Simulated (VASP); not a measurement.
# Eu (P6_3/mmc) in VASP: further runs

Runs on Eu. Level: PBE. Tasks: single point.

Everything below comes from runs of VASP 6.6.1. Logs are shortened: lines on timing, memory, paths and dates and some standing lists are left out, and cuts for length are marked.

### 1 The cell of the first run

Symmetry: P6_3/mmc, No. 194, hexagonal system. The conventional cell has a = 3.893 Å, b = 3.893 Å, c = 12.659 Å, α = 90.00°, β = 90.00°, γ = 120.00°. Eu (site symmetry -3m) has 12 Eu at 3.88 to 3.89 Å within 5.1 Å. Within 5.1 Å of Eu (site symmetry -6m2) lie 12 Eu at 3.88 to 3.89 Å.

This isn't the form of Eu at room conditions, which is bcc.

### 2 Single point, PBE, collinear spin, antiferromagnetic start

INCAR reads:

```
PREC = Accurate
ENCUT = 600
EDIFF = 1E-6
ISMEAR = 0
SIGMA = 0.05
LREAL = F
LASPH = T
NELM = 200
ALGO = Normal
ISIF = 2
LWAVE = F
LCHARG = F
ISPIN = 2
MAGMOM = 7 7 -7 -7
LORBIT = 11
LMAXMIX = 6
GGA = PE
NBANDS = 46
GGA_COMPAT = F
KPAR = 4
```

KPOINTS reads:

```
Automatic mesh
0
Gamma
  12 12 4
```

POSCAR reads:

```
Eu
1.0
    3.8929365680      0.0000000000      0.0000000000
   -1.9464682840      3.3713819632      0.0000000000
    0.0000000000      0.0000000000     12.6591616595
Eu
4
Direct
    0.0000000000      0.0000000000      0.0000000000
    0.0000000000      0.0000000000      0.5000000000
    0.3333333333      0.6666666667      0.2500000000
    0.6666666667      0.3333333333      0.7500000000
```

Potentials or basis: VASP PAW PBE potentials, release 64 (Eu).

Command:

```console
cat potpaw_PBE.64/Eu/POTCAR > POTCAR
mpirun -np 4 vasp_std > vasp.out
```

OUTCAR:

```text
PREC = Accurate
   ENCUT = 600
   EDIFF = 1E-6
   ISMEAR = 0
   LREAL = F
   LASPH = T
   NELM = 200
   ISIF = 2
   ISPIN = 2
   LORBIT = 11
   GGA = PE

 ion  position               nearest neighbor table
   1  0.000  0.000  0.000-
   2  0.000  0.000  0.500-
   3  0.333  0.667  0.250-
   4  0.667  0.333  0.750-

  LATTYP: Found a hexagonal cell.
 ALAT       =     3.8929365680
 C/A-ratio  =     3.2518283919

  Lattice vectors:

 A1 = (   3.8929365680,   0.0000000000,   0.0000000000)
 A2 = (  -1.9464682840,   3.3713819632,   0.0000000000)
 A3 = (   0.0000000000,   0.0000000000,  12.6591616595)

Analysis of symmetry for initial positions (statically):
=====================================================================
 Subroutine PRICEL returns:
 Original cell was already a primitive cell.

 Routine SETGRP: Setting up the symmetry group for a
 hexagonal supercell.

 Subroutine GETGRP returns: Found 24 space group operations
 (whereof 12 operations were pure point group operations)
 out of a pool of 24 trial point group operations.

The static configuration has the point symmetry D_3d.
 The point group associated with its full space group is D_6h.

Analysis of symmetry for dynamics (positions and initial velocities):
=====================================================================
 Subroutine PRICEL returns:
 Original cell was already a primitive cell.

 Routine SETGRP: Setting up the symmetry group for a
 hexagonal supercell.

 Subroutine GETGRP returns: Found 24 space group operations
 (whereof 12 operations were pure point group operations)
 out of a pool of 24 trial point group operations.

The dynamic configuration has the point symmetry D_3d.
 The point group associated with its full space group is D_6h.

Analysis of structural, dynamic, and magnetic symmetry:
=====================================================================
 Subroutine PRICEL returns:
 Original cell was already a primitive cell.

 Routine SETGRP: Setting up the symmetry group for a
 hexagonal supercell.

 Subroutine GETGRP returns: Found 24 space group operations
 (whereof 12 operations were pure point group operations)
 out of a pool of 24 trial point group operations.

The overall configuration has the point symmetry D_3d.
 The point group associated with its full space group is D_6h.

 Subroutine INISYM returns: Found 24 space group operations
 (whereof 12 operations are pure point group operations),
 and found     1 'primitive' translations

----------------------------------------------------------------------------------------

                                     Primitive cell

  volume of cell :     166.1461

  direct lattice vectors                    reciprocal lattice vectors
     3.892936568  0.000000000  0.000000000     0.256875493  0.148307135  0.000000000
    -1.946468284  3.371381963  0.000000000     0.000000000  0.296614270  0.000000000
     0.000000000  0.000000000 12.659161660     0.000000000  0.000000000  0.078994173

  length of vectors
     3.892936568  3.892936568 12.659161660     0.296614270  0.296614270  0.078994173

  position of ions in fractional coordinates (direct lattice)
     0.000000000  0.000000000  0.000000000
     0.000000000  0.000000000  0.500000000
     0.333333333  0.666666667  0.250000000
     0.666666667  0.333333333  0.750000000

  ion indices of the primitive-cell ions
   primitive index   ion index
                 1           1
                 2           2
                 3           3
                 4           4

----------------------------------------------------------------------------------------

 KPOINTS: Automatic mesh

Automatic generation of k-mesh.
 Grid dimensions read from file:
 generate k-points for:   12   12    4

 Generating k-lattice:

  Cartesian coordinates                     Fractional coordinates (reciprocal lattice)
     0.021406291  0.012358928  0.000000000     0.083333333  0.000000000  0.000000000
     0.000000000  0.024717856  0.000000000     0.000000000  0.083333333  0.000000000
     0.000000000  0.000000000  0.019748543     0.000000000  0.000000000  0.250000000

  Length of vectors
     0.024717856  0.024717856  0.019748543

  Shift w.r.t. Gamma in fractional coordinates (k-lattice)
     0.000000000  0.000000000  0.000000000

 Subroutine IBZKPT returns following result:
 ===========================================

 Found     57 irreducible k-points:

 Following reciprocal coordinates:
            Coordinates               Weight
  0.000000  0.000000  0.000000      1.000000
  0.083333  0.000000  0.000000      6.000000
  0.166667  0.000000  0.000000      6.000000
  0.250000  0.000000  0.000000      6.000000
  0.333333 -0.000000  0.000000      6.000000
  0.416667  0.000000  0.000000      6.000000
[... 16 lines left out ...]
  0.250000  0.000000  0.250000     12.000000
  0.333333 -0.000000  0.250000     12.000000
 [... further k-points ...]
   k-points           NKPTS =     57   k-points in BZ     NKDIM =     57   number of bands    NBANDS=     46
   number of dos      NEDOS =    301   number of ions     NIONS =      4
   total plane-waves  NPLWV = 110592
   dimension x,y,z NGX =    32 NGY =   32 NGZ =  108
   dimension x,y,z NGXF=    64 NGYF=   64 NGZF=  216
   ions per type =               4
   NGX,Y,Z   is equivalent  to a cutoff of  13.67, 13.67, 14.18 a.u.
   NGXF,Y,Z  is equivalent  to a cutoff of  27.33, 27.33, 28.37 a.u.
 SYSTEM =  unknown system
   PREC   = accura    normal or accurate (medium, high low for compatibility)
   ISTART =      0    job   : 0-new  1-cont  2-samecut
   ICHARG =      2    charge: 1-file 2-atom 10-const
   ISPIN  =      2    spin polarized calculation?
   LNONCOLLINEAR =      F non collinear calculations
   LSORBIT =      F    spin-orbit coupling
   LASPH  =      T    aspherical Exc in radial PAW
   ENCUT  =  600.0 eV  44.10 Ry    6.64 a.u.   7.78  7.78 25.28*2*pi/ulx,y,z
   NELM   =    200;   NELMIN=  2; NELMDL= -5     # of ELM steps
   EDIFF  = 0.1E-05   stopping-criterion for ELM
   LREAL  =      F    real-space projection
   EDIFFG = 0.1E-04   stopping-criterion for IOM
   NSW    =      0    number of steps for IOM
   IBRION =     -1    ionic relax: 0-MD 1-quasi-New 2-CG
   NFREE  =      0    steps in history (QN), initial steepest desc. (CG)
   ISIF   =      2    stress and relaxation
   ISYM   =      2    0-nonsym 1-usesym 2-fastsym
   POTIM  = 0.5000    time-step for ionic-motion
   TEBEG  =    0.0;   TEEND  =   0.0 temperature during run
   PSTRESS=    0.0 pullay stress
   NELECT =      68.0000    total number of electrons
   NUPDOWN=      -1.0000    fix difference up-down
   EMIN   =  10.00;   EMAX   =-10.00  energy-range for DOS
   EFERMI =   0.00;   METHOD = LEGACY
   ISMEAR =     0;   SIGMA  =   0.05  broadening in eV -4-tet -1-fermi 0-gaus
   EFERMI_NEDOS =   21; number of points for ismear=-14 and -15
   IALGO  =     38    algorithm
   IMIX   =      4    mixing-type and parameters
     AMIX     =   0.40;   BMIX     =  1.00
     AMIX_MAG =   1.60;   BMIX_MAG =  1.00
  volume/ion in A,a.u.               =      41.54       280.30
  Fermi-wavevector in a.u.,A,eV,Ry     =   1.215480  2.296924 20.101125  1.477391
  Thomas-Fermi vector in A             =   2.350865
   LORBIT       =     11    0 simple, 1 ext, 2 COOP (PROOUT), +10 PAW based schemes
   GGA     = PE    functional components
   LHFCALC =     F    Hartree Fock is set to
   AEXX    =    0.0000 exact exchange contribution
   IVDW    =     0    specifies the selected vdW correction
   LEPSILON=     F    determine dielectric tensor
   LRPA    =     F    only Hartree local field effects (RPA)
 spin polarized calculation
 Gauss-broadening in eV      SIGMA  =   0.05
  energy-cutoff  :      600.00
  volume of cell :      166.15
 maximum number of plane-waves:      5592
 NGX is ok and might be reduce to    32
   NGX = 15   NGY = 15   NGZ = 51

 number of electron      67.9999992 magnetization       0.2700428

 Free energy of the ion-electron system (eV)
  ---------------------------------------------------
  ext. energy  EPLUGINS =         0.00000000
  ---------------------------------------------------
  free energy    TOTEN  =       -45.69163002 eV

  energy without entropy =      -45.68518690  energy(sigma->0) =      -45.68840846

 E-fermi :   2.1335     XC(G=0):  -8.8651

 val. band max:        2.1312620885   @ k =   0.3333   0.2500   0.0000
 cond. band min:       2.1420455264   @ k =   0.5000   0.0000   0.2500
 fundamental gap:      0.0107834379
 Fermi energy:         2.1335052787

 spin component 1

 k-point     1 :       0.0000    0.0000    0.0000
  band No.  band energies     occupation
      1     -39.4134      1.00000
      2     -39.4133      1.00000
      3     -36.2954      1.00000
      4     -36.2953      1.00000
      5     -18.2230      1.00000
      6     -18.1995      1.00000
[... 38 lines left out ...]
     45       5.2908      0.00000
     46       5.4502      0.00000
[... 1086 lines left out ...]
      6     -18.2966      1.00000
[... 38 lines left out ...]
     45       5.6649      0.00000
     46       6.0012      0.00000

 [... further k-points ...]

 spin component 2

 k-point     1 :       0.0000    0.0000    0.0000
  band No.  band energies     occupation
      1     -39.4145      1.00000
      2     -39.4145      1.00000
      3     -36.2761      1.00000
      4     -36.2759      1.00000
      5     -18.2197      1.00000
      6     -18.1966      1.00000
[... 38 lines left out ...]
     45       5.4606      0.00000
     46       5.6367      0.00000
[... 1086 lines left out ...]
      6     -18.2962      1.00000
[... 38 lines left out ...]
     45       5.6599      0.00000
     46       5.8670      0.00000

 [... further k-points ...]

------------------------ aborting loop because EDIFF is reached ----------------------------------------

  FORCE on cell =-STRESS in cart. coord.  units (eV):
  Direction    XX          YY          ZZ          XY          YZ          ZX
  --------------------------------------------------------------------------------------
  -------------------------------------------------------------------------------------
  Total       -0.4215585     -0.4215585      1.2128146      0.0000000     -0.0000000      0.0000000
  in kB       -4.0651656     -4.0651656     11.6953916      0.0000000     -0.0000000      0.0000000
  external PRESSURE =       1.1883535 kB  Pullay stress =       0.0000000 kB

 VOLUME and BASIS-vectors are now :
 -----------------------------------------------------------------------------
  energy-cutoff  :      600.00
  volume of cell :      166.15
      direct lattice vectors                 reciprocal lattice vectors
     3.892936568  0.000000000  0.000000000     0.256875493  0.148307135  0.000000000
    -1.946468284  3.371381963  0.000000000     0.000000000  0.296614270  0.000000000
     0.000000000  0.000000000 12.659161660     0.000000000  0.000000000  0.078994173

 POSITION                                       TOTAL-FORCE (eV/Angst)
 -----------------------------------------------------------------------------------
      0.00000      0.00000      0.00000        -0.000000      0.000000      0.000000
      0.00000      0.00000      6.32958        -0.000000      0.000000      0.000000
     -0.00000      2.24759      3.16479         0.000000     -0.000000      0.000000
      1.94647      1.12379      9.49437         0.000000      0.000000     -0.000000
 -----------------------------------------------------------------------------------
    total drift:                               -0.000000      0.000000      0.000000

  FREE ENERGIE OF THE ION-ELECTRON SYSTEM (eV)
  ---------------------------------------------------
  free  energy   TOTEN  =       -45.6916300189 eV

  energy  without entropy=      -45.6851868979  energy(sigma->0) =      -45.68840846

 total charge

# of ion       s       p       d       f       tot
--------------------------------------------------
    1        2.086   5.708   0.306   6.641  14.741
    2        2.086   5.708   0.306   6.641  14.741
    3        2.088   5.709   0.295   6.648  14.740
    4        2.088   5.709   0.295   6.648  14.740
--------------------------------------------------
tot          8.347  22.833   1.203  26.579  58.963

 magnetization (x)

# of ion       s       p       d       f       tot
--------------------------------------------------
    1       -0.000  -0.096   0.141   6.636   6.682
    2       -0.000  -0.096   0.141   6.636   6.682
    3        0.000   0.100  -0.110  -6.642  -6.652
    4        0.000   0.100  -0.110  -6.642  -6.652
--------------------------------------------------
tot          0.000   0.010   0.061  -0.012   0.060
```

Run time: 14 min. Hardware: 4 MPI ranks of AMD EPYC 9R45 (Zen 5), shared host; peak memory 0.96 GiB.

Results:

* Free energy: -45.6916 eV
* Pressure: 0.1 GPa
* Net moment: 0.27 μB per cell
* Site moments: Eu +6.68, -6.65 (each value once) μB
* Valence electrons inside the program's atomic spheres: Eu 14.74

Caveat: spin-orbit coupling is left out, which moves the levels of the heavy elements; semilocal functionals describe open f shells poorly, which spoils levels, moments and volumes. The state reached can hang on the start; a lower one may exist.

### 3 Single point, PBE, collinear spin, antiferromagnetic start

INCAR reads:

```
SYSTEM = Eu
PREC = Accurate
ENCUT = 600
EDIFF = 1E-6
ISMEAR = 0
SIGMA = 0.05
LREAL = .False.
LASPH = .True.
NELM = 200
ALGO = Normal
ISIF = 2
LWAVE = .False.
LCHARG = .False.
ISPIN = 2
MAGMOM = 7 -7 7 -7
LORBIT = 11
LMAXMIX = 6
GGA = PE
NBANDS = 46
GGA_COMPAT = .False.
KPAR = 4
```

KPOINTS reads:

```
Automatic mesh
0
Gamma
  12 12 4
  0 0 0
```

POSCAR is that of step 2.

Potentials or basis: VASP PAW PBE potentials, release 64 (Eu).

Command:

```console
cat potpaw_PBE.64/Eu/POTCAR > POTCAR
mpirun -np 4 vasp_std > vasp.out
```

It took 12 min on 4 MPI ranks of Intel Xeon 6975P-C (Granite Rapids), shared host; peak memory 0.97 GiB.

It converged, with:

```
Free energy                                           : -45.8261 eV
Pressure                                              : -0.1 GPa
Largest force                                         : 0.115 eV/Å
Band gap on the k mesh                                : zero (filled and empty bands overlap)
Net moment                                            : 0.00 μB per cell
Site moments                                          : Eu +6.72, -6.72 (each value once) μB
Valence electrons inside the program's atomic spheres : Eu 14.74
```

Forces in eV/Å, atoms in the order of the input:
```
Eu   0.000  0.000  0.115
Eu   0.000  0.000  0.115
Eu   0.000  0.000 -0.115
Eu   0.000  0.000 -0.115
```

Stress tensor (GPa, compression positive):
```
-0.14  0.00  0.00
 0.00 -0.14  0.00
 0.00  0.00 -0.03
```

Levels at points of the mesh, in eV from the Fermi level:
Spin up:
```
           k point  band 31  band 32  band 33  band 34  band 35  band 36  band 37  band 38
(0.00, 0.00, 0.00)    -0.29    -0.29    -0.29    -0.28     0.98     1.42     1.44     1.82
(0.50, 0.00, 0.00)    -0.29    -0.29    -0.28    -0.21    -0.03     0.36     0.50     1.11
(0.00, 0.00, 0.50)    -0.29    -0.29    -0.29    -0.28     0.92     1.16     1.80     1.83
(0.50, 0.00, 0.50)    -0.29    -0.28    -0.28    -0.25    -0.12     0.39     0.65     1.17
```
Spin down:
| k point | band 30 | band 31 | band 32 | band 33 | band 34 | band 35 | band 36 | band 37 | band 38 | band 39 |
| --- | --- | --- | --- | --- | --- | --- | --- | --- | --- | --- |
| (0.00, 0.00, 0.00) | -0.30 | -0.29 | -0.29 | -0.29 | -0.28 | 0.98 | 1.42 | 1.44 | 1.82 | 1.82 |
| (0.50, 0.00, 0.00) | -0.30 | -0.29 | -0.29 | -0.28 | -0.21 | -0.03 | 0.36 | 0.50 | 1.11 | 1.33 |
| (0.00, 0.00, 0.50) | -0.30 | -0.29 | -0.29 | -0.29 | -0.28 | 0.92 | 1.16 | 1.80 | 1.83 | 1.83 |
| (0.50, 0.00, 0.50) | -0.30 | -0.29 | -0.28 | -0.28 | -0.25 | -0.12 | 0.39 | 0.65 | 1.17 | 1.49 |

Caveat: spin-orbit coupling is left out, which moves the levels of the heavy elements; semilocal functionals describe open f shells poorly, which spoils levels, moments and volumes. The state reached can hang on the start; a lower one may exist.
